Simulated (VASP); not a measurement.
Runs of VASP 6.6.1 on AlN. The structure is that of space group P6_3mc (No. 186), or close to it. The cells are those of the table. 

```tsv
task	level	potentials or basis	cell	k mesh	cutoff (eV)	smearing	grid for exact exchange (PRECFOCK)	share of exact exchange	screening parameter	gap on the mesh (eV)	pressure (GPa)	largest force (eV/Å)
single point	PBEsol	VASP PAW PBE potentials, release 64 (Al, N)	a = 3.114, b = 3.114, c = 4.984 Å, angles 90.0, 90.0, 120.0°, 4 atoms	12 × 12 × 6	520	fermi-dirac 0.02 eV	-	-	-	4.11	-0.1	-
single point	LDA	VASP PAW LDA potentials, release 64 (Al, N)	a = 3.107, b = 3.107, c = 4.979 Å, angles 90.0, 90.0, 120.0°, 4 atoms	12 × 12 × 6	520	gaussian 0.01 eV	-	-	-	4.27	-3.2	-
relaxation of cell and atoms	LDA	VASP PAW LDA potentials, release 64 (Al, N)	relaxed from a = 3.130, b = 3.130, c = 5.018 Å, angles 90.0, 90.0, 120.0°, 4 atoms	12 × 12 × 6	600	fermi-dirac 0.02 eV	-	-	-	(b)	0.0	-
single point	LDA	VASP PAW LDA potentials, release 64 (Al, N)	a = 3.089, b = 3.089, c = 4.943 Å, angles 90.0, 90.0, 120.0°, 4 atoms	12 × 12 × 6	520	fermi-dirac 0.02 eV	-	-	-	4.42	0.6	-
single point	HSE06	VASP PAW PBE potentials, release 64 (Al, N)	a = 3.105, b = 3.105, c = 4.968 Å, angles 90.0, 90.0, 120.0°, 4 atoms	6 × 6 × 4	520	fermi-dirac 0.02 eV	Normal	0.25	0.2079 1/Å	(a)	-0.2	-
single point	PBE	VASP PAW PBE potentials, release 64 (Al, N)	a = 3.107, b = 3.107, c = 4.979 Å, angles 90.0, 90.0, 120.0°, 4 atoms	12 × 12 × 6	520	fermi-dirac 0.02 eV	-	-	-	4.24	(c)	0.01
single point	r2SCAN0	VASP PAW PBE potentials, release 64 (Al, N)	a = 3.107, b = 3.107, c = 4.979 Å, angles 90.0, 90.0, 120.0°, 4 atoms	6 × 6 × 4	520	gaussian 0.01 eV	Normal	0.25	-	6.76	-3.4	-
single point	PBE0	VASP PAW PBE potentials, release 64 (Al, N)	a = 3.107, b = 3.107, c = 4.979 Å, angles 90.0, 90.0, 120.0°, 4 atoms	6 × 6 × 4	520	gaussian 0.01 eV	Normal	0.25	-	6.33	-0.8	0.01
```

Alike in all rows: no spin polarisation.

**Question.** Fill in the values left out.

**Answer.** (a) 5.61; (b) 4.40; (c) 4.4.

Caveats: the PAW data sets were made with another functional, which shifts forces and pressure a little (at least some runs); the cell stands under tension (at least some runs); the cell stands under pressure (at least some runs).

A k mesh can miss the band edges.
